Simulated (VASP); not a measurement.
# LiF (Pm-3m) in VASP: further runs

The runs below take LiF through single point, with PBEsol+D3(BJ), PBEsol.

All numbers are computed with VASP 6.6.1; they aren't measurements. Logs are shortened: lines on timing, memory, paths and dates and some standing lists are left out, and cuts for length are marked.

## 1. The cell of the first run

Symmetry: Pm-3m, No. 221, cubic system. The conventional cell has a = 2.516 Å, b = 2.516 Å, c = 2.516 Å, α = 90.00°, β = 90.00°, γ = 90.00°. Within 2.9 Å of Li (site symmetry m-3m) lie 8 F at 2.18 Å and 6 Li at 2.52 Å. F (site symmetry m-3m) has 8 Li at 2.18 Å and 6 F at 2.52 Å within 2.9 Å.

## 2. Single point, PBEsol+D3(BJ)

Contents of INCAR:

```
PREC = Accurate ; ENCUT = 520
EDIFF = 1E-7 ; ISMEAR = 0
SIGMA = 0.01 ; LREAL = F
LASPH = T ; NELM = 80
ALGO = Normal ; ISIF = 2
LWAVE = F ; LCHARG = F
GGA = PS ; IVDW = 12
NBANDS = 12
```

Contents of KPOINTS:

```
Automatic mesh
0
Gamma
  8 8 8
```

Contents of POSCAR:

```
LiF
1.0
    2.5162584438      0.0000000000      0.0000000000
    0.0000000000      2.5162584438      0.0000000000
    0.0000000000      0.0000000000      2.5162584438
Li F
1 1
Direct
    0.0000000000      0.0000000000      0.0000000000
    0.5000000000      0.5000000000      0.5000000000
```

Potentials or basis: VASP PAW PBE potentials, release 64 (Li_sv, F).

On the command line:

```console
$ cat potpaw_PBE.64/Li_sv/POTCAR potpaw_PBE.64/F/POTCAR > POTCAR
$ mpirun -np 1 vasp_std > vasp.out
```

OUTCAR:

```text
PREC = Accurate
   ENCUT = 520
   EDIFF = 1E-7
   ISMEAR = 0
   LREAL = F
   LASPH = T
   NELM = 80
   ISIF = 2
   GGA = PS
   IVDW = 12
 IVDW          = 12

 ion  position               nearest neighbor table
   1  0.000  0.000  0.000-   2 2.18   2 2.18   2 2.18   2 2.18   2 2.18   2 2.18   2 2.18   2 2.18

   2  0.500  0.500  0.500-   1 2.18   1 2.18   1 2.18   1 2.18   1 2.18   1 2.18   1 2.18   1 2.18

  LATTYP: Found a simple cubic cell.
 ALAT       =     2.5162584438

  Lattice vectors:

 A1 = (   2.5162584438,   0.0000000000,   0.0000000000)
 A2 = (   0.0000000000,   2.5162584438,   0.0000000000)
 A3 = (   0.0000000000,   0.0000000000,   2.5162584438)

Analysis of symmetry for initial positions (statically):
=====================================================================
 Subroutine PRICEL returns:
 Original cell was already a primitive cell.

 Routine SETGRP: Setting up the symmetry group for a
 simple cubic supercell.

 Subroutine GETGRP returns: Found 48 space group operations
 (whereof 48 operations were pure point group operations)
 out of a pool of 48 trial point group operations.

The static configuration has the point symmetry O_h .

Analysis of symmetry for dynamics (positions and initial velocities):
=====================================================================
 Subroutine PRICEL returns:
 Original cell was already a primitive cell.

 Routine SETGRP: Setting up the symmetry group for a
 simple cubic supercell.

 Subroutine GETGRP returns: Found 48 space group operations
 (whereof 48 operations were pure point group operations)
 out of a pool of 48 trial point group operations.

The dynamic configuration has the point symmetry O_h .

 Subroutine INISYM returns: Found 48 space group operations
 (whereof 48 operations are pure point group operations),
 and found     1 'primitive' translations

----------------------------------------------------------------------------------------

                                     Primitive cell

  volume of cell :      15.9318

  direct lattice vectors                    reciprocal lattice vectors
     2.516258444  0.000000000  0.000000000     0.397415457  0.000000000  0.000000000
     0.000000000  2.516258444  0.000000000     0.000000000  0.397415457  0.000000000
     0.000000000  0.000000000  2.516258444     0.000000000  0.000000000  0.397415457

  length of vectors
     2.516258444  2.516258444  2.516258444     0.397415457  0.397415457  0.397415457

  position of ions in fractional coordinates (direct lattice)
     0.000000000  0.000000000  0.000000000
     0.500000000  0.500000000  0.500000000

  ion indices of the primitive-cell ions
   primitive index   ion index
                 1           1
                 2           2

----------------------------------------------------------------------------------------

 KPOINTS: Automatic mesh

Automatic generation of k-mesh.
 Grid dimensions read from file:
 generate k-points for:    8    8    8

 Generating k-lattice:

  Cartesian coordinates                     Fractional coordinates (reciprocal lattice)
     0.049676932  0.000000000  0.000000000     0.125000000  0.000000000  0.000000000
     0.000000000  0.049676932  0.000000000     0.000000000  0.125000000  0.000000000
     0.000000000  0.000000000  0.049676932     0.000000000  0.000000000  0.125000000

  Length of vectors
     0.049676932  0.049676932  0.049676932

  Shift w.r.t. Gamma in fractional coordinates (k-lattice)
     0.000000000  0.000000000  0.000000000

 Subroutine IBZKPT returns following result:
 ===========================================

 Found     35 irreducible k-points:

 Following reciprocal coordinates:
            Coordinates               Weight
  0.000000  0.000000  0.000000      1.000000
  0.125000  0.000000  0.000000      6.000000
  0.250000  0.000000  0.000000      6.000000
  0.375000  0.000000  0.000000      6.000000
  0.500000  0.000000  0.000000      3.000000
  0.125000  0.125000  0.000000     12.000000
[... 16 lines left out ...]
  0.375000  0.375000  0.125000     24.000000
  0.500000  0.375000  0.125000     24.000000
 [... further k-points ...]
   k-points           NKPTS =     35   k-points in BZ     NKDIM =     35   number of bands    NBANDS=     12
   number of dos      NEDOS =    301   number of ions     NIONS =      2
   total plane-waves  NPLWV =   8000
   dimension x,y,z NGX =    20 NGY =   20 NGZ =   20
   dimension x,y,z NGXF=    40 NGYF=   40 NGZF=   40
   ions per type =               1   1
   NGX,Y,Z   is equivalent  to a cutoff of  13.21, 13.21, 13.21 a.u.
   NGXF,Y,Z  is equivalent  to a cutoff of  26.43, 26.43, 26.43 a.u.
 SYSTEM =  unknown system
   PREC   = accura    normal or accurate (medium, high low for compatibility)
   ISTART =      0    job   : 0-new  1-cont  2-samecut
   ICHARG =      2    charge: 1-file 2-atom 10-const
   ISPIN  =      1    spin polarized calculation?
   LNONCOLLINEAR =      F non collinear calculations
   LSORBIT =      F    spin-orbit coupling
   LASPH  =      T    aspherical Exc in radial PAW
   ENCUT  =  520.0 eV  38.22 Ry    6.18 a.u.   4.68  4.68  4.68*2*pi/ulx,y,z
   NELM   =     80;   NELMIN=  2; NELMDL= -5     # of ELM steps
   EDIFF  = 0.1E-06   stopping-criterion for ELM
   LREAL  =      F    real-space projection
   EDIFFG = 0.1E-05   stopping-criterion for IOM
   NSW    =      0    number of steps for IOM
   IBRION =     -1    ionic relax: 0-MD 1-quasi-New 2-CG
   NFREE  =      0    steps in history (QN), initial steepest desc. (CG)
   ISIF   =      2    stress and relaxation
   ISYM   =      2    0-nonsym 1-usesym 2-fastsym
   POTIM  = 0.5000    time-step for ionic-motion
   TEBEG  =    0.0;   TEEND  =   0.0 temperature during run
   PSTRESS=    0.0 pullay stress
   NELECT =      10.0000    total number of electrons
   NUPDOWN=      -1.0000    fix difference up-down
   EMIN   =  10.00;   EMAX   =-10.00  energy-range for DOS
   EFERMI =   0.00;   METHOD = LEGACY
   ISMEAR =     0;   SIGMA  =   0.01  broadening in eV -4-tet -1-fermi 0-gaus
   EFERMI_NEDOS =   21; number of points for ismear=-14 and -15
   IALGO  =     38    algorithm
   IMIX   =      4    mixing-type and parameters
     AMIX     =   0.40;   BMIX     =  1.00
     AMIX_MAG =   1.60;   BMIX_MAG =  1.00
  volume/ion in A,a.u.               =       7.97        53.76
  Fermi-wavevector in a.u.,A,eV,Ry     =   1.401693  2.648816 26.731957  1.964743
  Thomas-Fermi vector in A             =   2.524529
   LORBIT       =      0    0 simple, 1 ext, 2 COOP (PROOUT), +10 PAW based schemes
   GGA     = PS    functional components
   LHFCALC =     F    Hartree Fock is set to
   AEXX    =    0.0000 exact exchange contribution
   IVDW    =    12    specifies the selected vdW correction
   LEPSILON=     F    determine dielectric tensor
   LRPA    =     F    only Hartree local field effects (RPA)
 non-spin polarized calculation
 Gauss-broadening in eV      SIGMA  =   0.01
  energy-cutoff  :      520.00
  volume of cell :       15.93
 maximum number of plane-waves:       442
 NGX is ok and might be reduce to    20
   NGX =  9   NGY =  9   NGZ =  9

 number of electron      10.0000023 magnetization

 Free energy of the ion-electron system (eV)
  ---------------------------------------------------
  ext. energy  EPLUGINS =         0.00000000
  ---------------------------------------------------
  free energy    TOTEN  =        -9.28486596 eV

  energy without entropy =       -9.28486596  energy(sigma->0) =       -9.28486596

 E-fermi :   0.4933     XC(G=0): -10.3893

 val. band max:        0.3544050834   @ k =   0.5000   0.5000   0.0000
 cond. band min:       8.1657404720   @ k =   0.0000   0.0000   0.0000
 fundamental gap:      7.8113353886
 Fermi energy:         0.4933156350

 k-point     1 :       0.0000    0.0000    0.0000
  band No.  band energies     occupation
      1     -41.7124      2.00000
      2     -20.5599      2.00000
      3      -0.3752      2.00000
      4      -0.3752      2.00000
      5      -0.3752      2.00000
      6       8.1657      0.00000
      7      19.2362      0.00000
      8      19.2362      0.00000
      9      21.7734      0.00000
     10      21.7734      0.00000
     11      21.7734      0.00000
     12      39.5697      0.00000

 k-point     2 :       0.1250    0.0000    0.0000
  band No.  band energies     occupation
      1     -41.7035      2.00000
      2     -20.4898      2.00000
      3      -0.9502      2.00000
      4      -0.3149      2.00000
      5      -0.3149      2.00000
      6       8.5203      0.00000
      7      17.5128      0.00000
      8      19.6052      0.00000
      9      21.6897      0.00000
     10      21.6897      0.00000
     11      24.4570      0.00000
     12      37.3807      0.00000

 k-point     3 :       0.2500    0.0000    0.0000
  band No.  band energies     occupation
      1     -41.6817      2.00000
      2     -20.3134      2.00000
      3      -2.1572      2.00000
      4      -0.1661      2.00000
      5      -0.1661      2.00000
      6       9.1449      0.00000
      7      15.8513      0.00000
      8      20.7111      0.00000
      9      21.4550      0.00000
     10      21.4550      0.00000
     11      28.9516      0.00000
     12      32.5901      0.00000

 k-point     4 :       0.3750    0.0000    0.0000
  band No.  band energies     occupation
      1     -41.6601      2.00000
      2     -20.1275      2.00000
      3      -3.2038      2.00000
      4      -0.0123      2.00000
      5      -0.0123      2.00000
      6       9.5011      0.00000
      7      15.0169      0.00000
      8      21.1672      0.00000
      9      21.1672      0.00000
     10      22.5440      0.00000
     11      28.5429      0.00000
     12      34.1590      0.00000

 k-point     5 :       0.5000    0.0000    0.0000
  band No.  band energies     occupation
      1     -41.6510      2.00000
      2     -20.0470      2.00000
      3      -3.6057      2.00000
      4       0.0528      2.00000
      5       0.0528      2.00000
      6       9.5808      0.00000
      7      14.8013      0.00000
      8      21.0330      0.00000
      9      21.0330      0.00000
     10      24.6942      0.00000
     11      25.6543      0.00000
     12      33.8403      0.00000
[... 228 lines left out ...]
      1     -41.6272      2.00000
      2     -19.7685      2.00000
      3      -2.9034      2.00000
      4      -1.7066      2.00000
      5      -0.3279      2.00000
      6      11.7117      0.00000
      7      14.4710      0.00000
      8      15.8007      0.00000
      9      22.2855      0.00000
     10      24.3276      0.00000
     11      28.5440      0.00000
     12      32.0143      0.00000

 k-point    22 :       0.5000    0.2500    0.1250
  band No.  band energies     occupation
      1     -41.6193      2.00000
      2     -19.6819      2.00000
      3      -3.2988      2.00000
      4      -1.6427      2.00000
      5      -0.2542      2.00000
      6      11.9639      0.00000
      7      14.0951      0.00000
      8      15.7538      0.00000
      9      22.6739      0.00000
     10      23.6786      0.00000
     11      27.9992      0.00000
     12      32.4113      0.00000

 k-point    23 :       0.3750    0.3750    0.1250
  band No.  band energies     occupation
      1     -41.6093      2.00000
      2     -19.5586      2.00000
      3      -2.7585      2.00000
      4      -2.6844      2.00000
      5      -0.1743      2.00000
      6      12.7535      0.00000
      7      14.2376      0.00000
      8      14.3891      0.00000
      9      22.4145      0.00000
     10      23.5639      0.00000
     11      28.4298      0.00000
     12      30.2680      0.00000

 k-point    24 :       0.5000    0.3750    0.1250
  band No.  band energies     occupation
      1     -41.6018      2.00000
      2     -19.4676      2.00000
      3      -3.1143      2.00000
      4      -2.6452      2.00000
      5      -0.1071      2.00000
      6      13.2501      0.00000
      7      13.6645      0.00000
      8      14.3308      0.00000
      9      21.7512      0.00000
     10      24.0856      0.00000
     11      28.0350      0.00000
     12      29.6822      0.00000

 [... further k-points ...]

------------------------ aborting loop because EDIFF is reached ----------------------------------------

 Edisp (eV)   -0.29565

 E8    (eV) :    -0.1746

  FORCE on cell =-STRESS in cart. coord.  units (eV):
  Direction    XX          YY          ZZ          XY          YZ          ZX
  --------------------------------------------------------------------------------------
  -------------------------------------------------------------------------------------
  Total      -0.28945    -0.28945    -0.28945    -0.00000     0.00000    -0.00000
  in kB     -29.10869   -29.10869   -29.10869    -0.00000     0.00000    -0.00000
  external pressure =      -29.11 kB  Pullay stress =        0.00 kB

 VOLUME and BASIS-vectors are now :
 -----------------------------------------------------------------------------
  energy-cutoff  :      520.00
  volume of cell :       15.93
      direct lattice vectors                 reciprocal lattice vectors
     2.516258444  0.000000000  0.000000000     0.397415457  0.000000000  0.000000000
     0.000000000  2.516258444  0.000000000     0.000000000  0.397415457  0.000000000
     0.000000000  0.000000000  2.516258444     0.000000000  0.000000000  0.397415457

 POSITION                                       TOTAL-FORCE (eV/Angst)
 -----------------------------------------------------------------------------------
      0.00000      0.00000      0.00000         0.000000      0.000000      0.000000
      1.25813      1.25813      1.25813         0.000000      0.000000      0.000000
 -----------------------------------------------------------------------------------
    total drift:                                0.000000      0.000000      0.000000

  FREE ENERGIE OF THE ION-ELECTRON SYSTEM (eV)
  ---------------------------------------------------
  free  energy   TOTEN  =        -9.5805147631 eV

  energy  without entropy=       -9.5805147631  energy(sigma->0) =       -9.58051476
```

Wall time 8 s (1 thread of Intel Xeon Platinum 8259CL at 2.50GHz (Skylake/Cascade Lake), shared host); peak memory 0.13 GiB.

Results:

* Free energy: -9.5805 eV
* Band gap on the k mesh: 7.81 eV, indirect (least direct gap 8.54 eV)
* Dispersion energy per atom: -0.148 eV

Caveat: the cutoff is under 1.25 times the usual one of these potentials, so pressure, stress and relaxed cells hold a basis-set (Pulay) error; the PAW data sets were made with another functional, which shifts forces and pressure a little.

(Part 1 of 2 ends here.)
